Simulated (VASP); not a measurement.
Here is a VASP 6.6.1 calculation.

Contents of INCAR:

```
PREC = Accurate
ENCUT = 520
EDIFF = 1E-6
ISMEAR = -1
SIGMA = 0.1
LREAL = False
LASPH = True
NELM = 80
ALGO = Normal
ISIF = 2
LWAVE = False
LCHARG = False
LDIPOL = True
IDIPOL = 3
DIPOL = 0.5 0.5 0.500
GGA = CA
NBANDS = 21
```

File KPOINTS:

```
regular mesh
0
Gamma
  14 14 1
```

POSCAR

```
W
1.0
    2.7149357195      0.0000000000      0.0000000000
   -0.9049785732      2.5596659437      0.0000000000
    0.0000000000      0.0000000000     18.2167000000
W
2
Direct
    0.2500000000      0.2500000000      0.4439742846
    0.7500000000      0.7500000000      0.5560257154
```

Potentials or basis: VASP PAW LDA potentials, release 64 (W_sv).

Run with:

```bash
$ cat potpaw_LDA.64/W_sv/POTCAR > POTCAR
$ mpirun -np 1 vasp_std > vasp.out
```

(1) Predict the band gap on the k mesh.

(2) Estimate the largest force.

Answers

(1) zero (bands 14 and 15 overlap by 2.20 eV).

(2) 0.121 eV/Å.

Caveat: spin-orbit coupling is left out, which moves the levels of the heavy elements.
